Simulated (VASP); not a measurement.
# SrNb (Pm-3m) in VASP: notebook, part 2 of 2

VASP 6.6.1. Earlier steps stand in the parts before.

### Step 3. Single point, PBE

This run uses another cell than the first one, of 28.06 Å³/atom, 0.995 times its volume.

Input file INCAR:

```
  PREC = Accurate
  ENCUT = 500
  EDIFF = 1E-6
  ISMEAR = 0
  SIGMA = 0.2
  LREAL = F
  LASPH = T
  NELM = 120
  ALGO = Normal
  ISIF = 2
  LWAVE = F
  LCHARG = F
  GGA = PE
  NBANDS = 18
  GGA_COMPAT = F
```

Input file KPOINTS:

```
regular mesh
0
Gamma
  5 5 5
```

Input file POSCAR:

```
SrNb
1.0
    3.8287798674      0.0000000000      0.0000000000
    0.0000000000      3.8287798674      0.0000000000
    0.0000000000      0.0000000000      3.8287798674
Sr Nb
1 1
Direct
    0.0000000000      0.0000000000      0.0000000000
    0.5000000000      0.5000000000      0.5000000000
```

Potentials or basis: VASP PAW PBE potentials, release 64 (Sr_sv, Nb_sv).

Run with:

```console
$ cat potpaw_PBE.64/Sr_sv/POTCAR potpaw_PBE.64/Nb_sv/POTCAR > POTCAR
$ mpirun -np 1 vasp_std > vasp.out
```

OUTCAR:

```text
PREC = Accurate
   ENCUT = 500
   EDIFF = 1E-6
   ISMEAR = 0
   LREAL = F
   LASPH = T
   NELM = 120
   ISIF = 2
   GGA = PE

 ion  position               nearest neighbor table
   1  0.000  0.000  0.000-   2 3.32   2 3.32   2 3.32   2 3.32   2 3.32   2 3.32   2 3.32   2 3.32

   2  0.500  0.500  0.500-   1 3.32   1 3.32   1 3.32   1 3.32   1 3.32   1 3.32   1 3.32   1 3.32

  LATTYP: Found a simple cubic cell.
 ALAT       =     3.8287798674

  Lattice vectors:

 A1 = (   3.8287798674,   0.0000000000,   0.0000000000)
 A2 = (   0.0000000000,   3.8287798674,   0.0000000000)
 A3 = (   0.0000000000,   0.0000000000,   3.8287798674)

Analysis of symmetry for initial positions (statically):
=====================================================================
 Subroutine PRICEL returns:
 Original cell was already a primitive cell.

 Routine SETGRP: Setting up the symmetry group for a
 simple cubic supercell.

 Subroutine GETGRP returns: Found 48 space group operations
 (whereof 48 operations were pure point group operations)
 out of a pool of 48 trial point group operations.

The static configuration has the point symmetry O_h .

Analysis of symmetry for dynamics (positions and initial velocities):
=====================================================================
 Subroutine PRICEL returns:
 Original cell was already a primitive cell.

 Routine SETGRP: Setting up the symmetry group for a
 simple cubic supercell.

 Subroutine GETGRP returns: Found 48 space group operations
 (whereof 48 operations were pure point group operations)
 out of a pool of 48 trial point group operations.

The dynamic configuration has the point symmetry O_h .

 Subroutine INISYM returns: Found 48 space group operations
 (whereof 48 operations are pure point group operations),
 and found     1 'primitive' translations

----------------------------------------------------------------------------------------

                                     Primitive cell

  volume of cell :      56.1282

  direct lattice vectors                    reciprocal lattice vectors
     3.828779867  0.000000000  0.000000000     0.261179810  0.000000000  0.000000000
     0.000000000  3.828779867  0.000000000     0.000000000  0.261179810  0.000000000
     0.000000000  0.000000000  3.828779867     0.000000000  0.000000000  0.261179810

  length of vectors
     3.828779867  3.828779867  3.828779867     0.261179810  0.261179810  0.261179810

  position of ions in fractional coordinates (direct lattice)
     0.000000000  0.000000000  0.000000000
     0.500000000  0.500000000  0.500000000

  ion indices of the primitive-cell ions
   primitive index   ion index
                 1           1
                 2           2

----------------------------------------------------------------------------------------

 KPOINTS: regular mesh

Automatic generation of k-mesh.
 Grid dimensions read from file:
 generate k-points for:    5    5    5

 Generating k-lattice:

  Cartesian coordinates                     Fractional coordinates (reciprocal lattice)
     0.052235962  0.000000000  0.000000000     0.200000000  0.000000000  0.000000000
     0.000000000  0.052235962  0.000000000     0.000000000  0.200000000  0.000000000
     0.000000000  0.000000000  0.052235962     0.000000000  0.000000000  0.200000000

  Length of vectors
     0.052235962  0.052235962  0.052235962

  Shift w.r.t. Gamma in fractional coordinates (k-lattice)
     0.000000000  0.000000000  0.000000000

 Subroutine IBZKPT returns following result:
 ===========================================

 Found     10 irreducible k-points:

 Following reciprocal coordinates:
            Coordinates               Weight
  0.000000  0.000000  0.000000      1.000000
  0.200000  0.000000  0.000000      6.000000
  0.400000  0.000000  0.000000      6.000000
  0.200000  0.200000  0.000000     12.000000
  0.400000  0.200000  0.000000     24.000000
  0.400000  0.400000  0.000000     12.000000
  0.200000  0.200000  0.200000      8.000000
  0.400000  0.200000  0.200000     24.000000
  0.400000  0.400000  0.200000     24.000000
  0.400000  0.400000  0.400000      8.000000
   k-points           NKPTS =     10   k-points in BZ     NKDIM =     10   number of bands    NBANDS=     18
   number of dos      NEDOS =    301   number of ions     NIONS =      2
   total plane-waves  NPLWV =  21952
   dimension x,y,z NGX =    28 NGY =   28 NGZ =   28
   dimension x,y,z NGXF=    56 NGYF=   56 NGZF=   56
   ions per type =               1   1
   NGX,Y,Z   is equivalent  to a cutoff of  12.16, 12.16, 12.16 a.u.
   NGXF,Y,Z  is equivalent  to a cutoff of  24.32, 24.32, 24.32 a.u.
 SYSTEM =  unknown system
   PREC   = accura    normal or accurate (medium, high low for compatibility)
   ISTART =      0    job   : 0-new  1-cont  2-samecut
   ICHARG =      2    charge: 1-file 2-atom 10-const
   ISPIN  =      1    spin polarized calculation?
   LNONCOLLINEAR =      F non collinear calculations
   LSORBIT =      F    spin-orbit coupling
   LASPH  =      T    aspherical Exc in radial PAW
   ENCUT  =  500.0 eV  36.75 Ry    6.06 a.u.   6.98  6.98  6.98*2*pi/ulx,y,z
   NELM   =    120;   NELMIN=  2; NELMDL= -5     # of ELM steps
   EDIFF  = 0.1E-05   stopping-criterion for ELM
   LREAL  =      F    real-space projection
[... 7 lines left out ...]
   TEBEG  =    0.0;   TEEND  =   0.0 temperature during run
   PSTRESS=    0.0 pullay stress
   NELECT =      23.0000    total number of electrons
   NUPDOWN=      -1.0000    fix difference up-down
   EMIN   =  10.00;   EMAX   =-10.00  energy-range for DOS
   EFERMI =   0.00;   METHOD = LEGACY
   ISMEAR =     0;   SIGMA  =   0.20  broadening in eV -4-tet -1-fermi 0-gaus
   EFERMI_NEDOS =   21; number of points for ismear=-14 and -15
   IALGO  =     38    algorithm
   IMIX   =      4    mixing-type and parameters
     AMIX     =   0.40;   BMIX     =  1.00
     AMIX_MAG =   1.60;   BMIX_MAG =  1.00
  volume/ion in A,a.u.               =      28.06       189.39
  Fermi-wavevector in a.u.,A,eV,Ry     =   1.215972  2.297855 20.117422  1.478589
  Thomas-Fermi vector in A             =   2.351342
   LORBIT       =      0    0 simple, 1 ext, 2 COOP (PROOUT), +10 PAW based schemes
   GGA     = PE    functional components
   LHFCALC =     F    Hartree Fock is set to
   AEXX    =    0.0000 exact exchange contribution
   IVDW    =     0    specifies the selected vdW correction
   LEPSILON=     F    determine dielectric tensor
   LRPA    =     F    only Hartree local field effects (RPA)
 non-spin polarized calculation
 Gauss-broadening in eV      SIGMA  =   0.20
  energy-cutoff  :      500.00
  volume of cell :       56.13
 maximum number of plane-waves:      1433
 NGX is ok and might be reduce to    28
   NGX = 13   NGY = 13   NGZ = 13

 number of electron      22.9999999 magnetization

 Free energy of the ion-electron system (eV)
  ---------------------------------------------------
  ext. energy  EPLUGINS =         0.00000000
  ---------------------------------------------------
  free energy    TOTEN  =        -8.91323235 eV

  energy without entropy =       -8.83627962  energy(sigma->0) =       -8.87475598

 E-fermi :   5.1495     XC(G=0):  -9.9968

 val. band max:        5.0688903781   @ k =   0.4000   0.2000   0.2000
 cond. band min:       5.2918923683   @ k =   0.4000   0.2000   0.2000
 fundamental gap:      0.2230019902
 Fermi energy:         5.1495042916

 k-point     1 :       0.0000    0.0000    0.0000
  band No.  band energies     occupation
      1     -49.8812      2.00000
      2     -29.3263      2.00000
      3     -25.9113      2.00000
      4     -25.9113      2.00000
      5     -25.9113      2.00000
      6     -11.3067      2.00000
[... 10 lines left out ...]
     17      12.0845      0.00000
     18      12.0847      0.00000

 k-point     2 :       0.2000    0.0000    0.0000
  band No.  band energies     occupation
      1     -49.8804      2.00000
      2     -29.3211      2.00000
      3     -25.9243      2.00000
      4     -25.9095      2.00000
      5     -25.9095      2.00000
      6     -11.4491      2.00000
[... 10 lines left out ...]
     17      10.1511      0.00000
     18      10.1511      0.00000
[... 148 lines left out ...]
 k-point    10 :       0.4000    0.4000    0.4000
  band No.  band energies     occupation
      1     -49.8749      2.00000
      2     -29.2659      2.00000
      3     -25.9477      2.00000
      4     -25.9474      2.00000
      5     -25.9474      2.00000
      6     -11.5744      2.00000
[... 10 lines left out ...]
     17      10.9284      0.00000
     18      11.9873      0.00000

------------------------ aborting loop because EDIFF is reached ----------------------------------------

  FORCE on cell =-STRESS in cart. coord.  units (eV):
  Direction    XX          YY          ZZ          XY          YZ          ZX
  --------------------------------------------------------------------------------------
  -------------------------------------------------------------------------------------
  Total        0.0305910      0.0305910      0.0305910      0.0000000      0.0000000     -0.0000000
  in kB        0.8732191      0.8732191      0.8732191      0.0000000      0.0000000     -0.0000000
  external PRESSURE =       0.8732191 kB  Pullay stress =       0.0000000 kB

 VOLUME and BASIS-vectors are now :
 -----------------------------------------------------------------------------
  energy-cutoff  :      500.00
  volume of cell :       56.13
      direct lattice vectors                 reciprocal lattice vectors
     3.828779867  0.000000000  0.000000000     0.261179810  0.000000000  0.000000000
     0.000000000  3.828779867  0.000000000     0.000000000  0.261179810  0.000000000
     0.000000000  0.000000000  3.828779867     0.000000000  0.000000000  0.261179810

 POSITION                                       TOTAL-FORCE (eV/Angst)
 -----------------------------------------------------------------------------------
      0.00000      0.00000      0.00000         0.000000      0.000000      0.000000
      1.91439      1.91439      1.91439         0.000000      0.000000      0.000000
 -----------------------------------------------------------------------------------
    total drift:                                0.000000      0.000000      0.000000

  FREE ENERGIE OF THE ION-ELECTRON SYSTEM (eV)
  ---------------------------------------------------
  free  energy   TOTEN  =        -8.9132323450 eV

  energy  without entropy=       -8.8362796227  energy(sigma->0) =       -8.87475598
```

OSZICAR:

```text
N       E                     dE             d eps       ncg     rms          rms(c)
DAV:   1     0.180662526757E+03    0.18066E+03   -0.12046E+04   360   0.118E+03
DAV:   2     0.105126474593E+01   -0.17961E+03   -0.17669E+03   482   0.387E+02
DAV:   3    -0.965996579586E+01   -0.10711E+02   -0.10619E+02   680   0.674E+01
DAV:   4    -0.997474103745E+01   -0.31478E+00   -0.31401E+00   442   0.102E+01
DAV:   5    -0.999709000943E+01   -0.22349E-01   -0.22342E-01   604   0.219E+00    0.264E+01
DAV:   6    -0.898853131449E+01    0.10086E+01   -0.89258E+00   492   0.138E+01    0.759E+00
DAV:   7    -0.892540694600E+01    0.63124E-01   -0.11714E+00   518   0.591E+00    0.747E+00
DAV:   8    -0.891332540811E+01    0.12082E-01   -0.12018E-01   634   0.246E+00    0.628E-01
DAV:   9    -0.891317536381E+01    0.15004E-03   -0.29797E-03   460   0.373E-01    0.202E-01
DAV:  10    -0.891325019433E+01   -0.74831E-04   -0.87493E-04   562   0.214E-01    0.100E-01
DAV:  11    -0.891323156128E+01    0.18633E-04   -0.11089E-04   512   0.708E-02    0.157E-02
DAV:  12    -0.891323234502E+01   -0.78374E-06   -0.59587E-06   538   0.194E-02
   1 F= -.89132323E+01 E0= -.88747560E+01  d E =-.769527E-01
```

Run time: 17 s. Hardware: 1 thread of Intel Xeon 8259CL, shared host; peak memory 0.16 GiB.

What came out:

| Quantity | Value |
| --- | --- |
| Free energy | -8.9132 eV |
| Pressure | 0.1 GPa |
